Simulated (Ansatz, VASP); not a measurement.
# ZnS: VASP beside Ansatz

```
CELL_PARAMETERS angstrom
0.00000 2.37371 2.37371
2.37371 0.00000 2.37371
2.37371 2.37371 0.00000
ATOMIC_POSITIONS crystal
Zn 0.00000 0.00000 0.00000
S 0.25000 0.25000 0.25000
```

Change from the starting cell: volume scaled by 0.72, PAW files.

Alike in both runs: task single point; functional LDA; k mesh 12 × 12 × 12; occupations fermi-dirac, width 0.05 eV; no spin polarisation.

```csv
,VASP,Ansatz
version,VASP 6.6.1,Ansatz 0.2.0
potentials or method,"VASP PAW LDA potentials, release 64 (Zn, S)","PAW with Ansatz's default frozen-core files, scalar-relativistic"
plane-wave cutoff (eV),520,420
valence electrons in the cell,18,18
```

```csv
,VASP,Ansatz,Ansatz less VASP
gap on the k mesh at the Fermi level (eV),2.11,2.10,-0.010
pressure (GPa),59.7,58.9,-0.88
```

LDA's correlation is that of Perdew and Zunger in VASP and of Perdew and Wang (1992) in Ansatz. Both programs put the cell under a high pressure, so it lies far from rest at this level.
